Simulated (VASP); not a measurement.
# Ta2N (P-3m1) in VASP: a series of runs, part 2 of 2

VASP 6.6.1.

## (3) Single point, r2SCAN

This run uses another cell than the first one, of 13.35 Å³/atom.

File POSCAR:

```
Ta2N
1.0
    3.0708767897      0.0000000000      0.0000000000
   -1.5354383949      2.6594573118      0.0000000000
    0.0000000000      0.0000000000      4.9036442980
Ta N
2 1
Direct
    0.3333333333      0.6666666667      0.2572897617
    0.6666666667      0.3333333333      0.7427102383
    0.0000000000      0.0000000000      0.0000000000
```

File INCAR.step1:

```
SYSTEM = Ta2N
PREC = Accurate
ENCUT = 770
ISMEAR = -1
SIGMA = 0.05
LREAL = .FALSE.
LASPH = .TRUE.
NELM = 120
NBANDS = 22
GGA = PE
ALGO = Normal
EDIFF = 1E-5
LWAVE = .TRUE.
LCHARG = .FALSE.
GGA_COMPAT = .FALSE.
```

File INCAR.step2:

```
SYSTEM = Ta2N
PREC = Accurate
ENCUT = 770
EDIFF = 1E-6
ISMEAR = -1
SIGMA = 0.05
LREAL = .FALSE.
LASPH = .TRUE.
NELM = 120
ALGO = Normal
ISIF = 2
LWAVE = .FALSE.
LCHARG = .FALSE.
METAGGA = R2SCAN
LMIXTAU = .TRUE.
NBANDS = 22
ISTART = 1
GGA_COMPAT = .FALSE.
```

File KPOINTS:

```
Automatic mesh
0
G
  10 10 6
  0 0 0
```

Potentials or basis: VASP PAW PBE potentials, release 64 (Ta_sv_GW, N).

The run is started by

```sh
cat potpaw_PBE.64/Ta_sv_GW/POTCAR potpaw_PBE.64/N/POTCAR > POTCAR
cp INCAR.step1 INCAR
mpirun -np 1 vasp_std > vasp.out
cp INCAR.step2 INCAR
mpirun -np 1 vasp_std > vasp.out
```

OUTCAR:

```text
SYSTEM = Ta2N
   PREC = Accurate
   ENCUT = 770
   EDIFF = 1E-6
   ISMEAR = -1
   LREAL = .FALSE.
   LASPH = .TRUE.
   NELM = 120
   ISIF = 2
   METAGGA = R2SCAN
   ISTART = 1

 ion  position               nearest neighbor table
   1  0.333  0.667  0.257-   3 2.18   3 2.18   3 2.18   2 2.97   2 2.97   2 2.97   2 3.08   2 3.08
                             2 3.08
   2  0.667  0.333  0.743-   3 2.18   3 2.18   3 2.18   1 2.97   1 2.97   1 2.97   1 3.08   1 3.08
                             1 3.08
   3  0.000  0.000  0.000-   1 2.18   2 2.18   2 2.18   1 2.18   2 2.18   1 2.18

  LATTYP: Found a hexagonal cell.
[... 789 lines left out ...]
     22      17.8346      0.00000

 [... further k-points ...]
[... 5 lines left out ...]
  --------------------------------------------------------------------------------------
  -------------------------------------------------------------------------------------
  Total       -0.0551873     -0.0551873     -0.0640543      0.0000000      0.0000000      0.0000000
  in kB       -2.2078803     -2.2078803     -2.5626234      0.0000000      0.0000000      0.0000000
  external PRESSURE =      -2.3261280 kB  Pullay stress =       0.0000000 kB

 VOLUME and BASIS-vectors are now :
 -----------------------------------------------------------------------------
  energy-cutoff  :      770.00
  volume of cell :       40.05
      direct lattice vectors                 reciprocal lattice vectors
     3.070876790  0.000000000  0.000000000     0.325639897  0.188008282  0.000000000
    -1.535438395  2.659457312  0.000000000     0.000000000  0.376016564  0.000000000
     0.000000000  0.000000000  4.903644298     0.000000000  0.000000000  0.203929963

 POSITION                                       TOTAL-FORCE (eV/Angst)
 -----------------------------------------------------------------------------------
     -0.00000      1.77297      1.26166        -0.000000      0.000000      0.048216
      1.53544      0.88649      3.64199         0.000000     -0.000000     -0.048216
      0.00000      0.00000      0.00000         0.000000      0.000000      0.000000
 -----------------------------------------------------------------------------------
    total drift:                                0.000000     -0.000000      0.000000

  FREE ENERGIE OF THE ION-ELECTRON SYSTEM (eV)
  ---------------------------------------------------
  free  energy   TOTEN  =      -114.1003387204 eV

  energy  without entropy=     -114.0900548072  energy(sigma->0) =     -114.09519676
```

OUTCAR.step1:

```text
SYSTEM = Ta2N
   PREC = Accurate
   ENCUT = 770
   ISMEAR = -1
   LREAL = .FALSE.
   LASPH = .TRUE.
   NELM = 120
[... 825 lines left out ...]
     -0.00000      1.77297      1.26166         0.000000     -0.000000     -0.060629
      1.53544      0.88649      3.64199        -0.000000      0.000000      0.060629
      0.00000      0.00000      0.00000        -0.000000      0.000000      0.000000
 -----------------------------------------------------------------------------------
    total drift:                                0.000000     -0.000000      0.000000

  FREE ENERGIE OF THE ION-ELECTRON SYSTEM (eV)
  ---------------------------------------------------
  free  energy   TOTEN  =       -39.3994190523 eV

  energy  without entropy=      -39.3881909718  energy(sigma->0) =      -39.39380501
```

OSZICAR.step1:

```text
N       E                     dE             d eps       ncg     rms          rms(c)
DAV:   1     0.322620214571E+03    0.32262E+03   -0.23414E+04  3168   0.190E+03
DAV:   2    -0.221153705216E+02   -0.34474E+03   -0.33006E+03  3942   0.474E+02
DAV:   3    -0.434305993209E+02   -0.21315E+02   -0.20977E+02  4184   0.118E+02
DAV:   4    -0.441367413461E+02   -0.70614E+00   -0.70458E+00  4224   0.188E+01
DAV:   5    -0.441467524560E+02   -0.10011E-01   -0.10007E-01  4504   0.221E+00    0.911E+01
DAV:   6    -0.398631286557E+02    0.42836E+01   -0.19280E+01  4380   0.273E+01    0.661E+01
DAV:   7    -0.397708543837E+02    0.92274E-01   -0.61634E+00  3942   0.168E+01    0.466E+00
DAV:   8    -0.394050846833E+02    0.36577E+00   -0.15054E+00  4180   0.806E+00    0.365E+00
DAV:   9    -0.393996037017E+02    0.54810E-02   -0.11671E-01  3620   0.245E+00    0.184E+00
DAV:  10    -0.393995009514E+02    0.10275E-03   -0.49855E-03  4218   0.540E-01    0.870E-01
DAV:  11    -0.393995097531E+02   -0.88017E-05   -0.12475E-03  4102   0.300E-01    0.584E-01
DAV:  12    -0.393994310556E+02    0.78698E-04   -0.77476E-04  4390   0.224E-01    0.199E-01
DAV:  13    -0.393994181142E+02    0.12941E-04   -0.59245E-05  3680   0.574E-02    0.337E-02
DAV:  14    -0.393994190523E+02   -0.93803E-06   -0.32761E-06  1980   0.146E-02
   1 F= -.39399419E+02 E0= -.39393805E+02  d E =-.112281E-01
```

It took 4 min on 1 thread of Intel Xeon 6975P-C (Granite Rapids), shared host; peak memory 0.27 GiB.

What came out:

| Quantity | Value |
| --- | --- |
| Free energy | -114.1003 eV |
| Pressure | -0.2 GPa |
| Largest force | 0.048 eV/Å |
| Band gap on the k mesh | zero (an odd number of electrons rules out a gap without spin polarisation) |

Forces on the atoms (eV/Å):
```
Ta   0.000  0.000  0.048
Ta   0.000  0.000 -0.048
N    0.000  0.000  0.000
```

Levels at points of the mesh, in eV from the Fermi level:
| k point | band 12 | band 13 | band 14 | band 15 | band 16 | band 17 | band 18 | band 19 | band 20 | band 21 |
| --- | --- | --- | --- | --- | --- | --- | --- | --- | --- | --- |
| (0.00, 0.00, 0.00) | -6.31 | -5.49 | -0.85 | -0.23 | -0.23 | 0.06 | 0.52 | 0.52 | 1.14 | 1.14 |
| (0.50, 0.00, 0.00) | -6.70 | -4.86 | -2.94 | -1.56 | 1.52 | 2.14 | 4.13 | 4.22 | 4.42 | 4.56 |
| (0.00, 0.00, 0.50) | -6.49 | -3.34 | -3.03 | -1.05 | -1.05 | 1.72 | 2.34 | 2.49 | 2.49 | 2.68 |
| (0.50, 0.00, 0.50) | -6.43 | -3.53 | -2.48 | -2.29 | -0.63 | 0.73 | 3.73 | 3.96 | 4.34 | 4.70 |

Caveat: the PAW data sets were made with another functional, which shifts forces and pressure a little; spin-orbit coupling is left out, which moves the levels of the heavy elements.
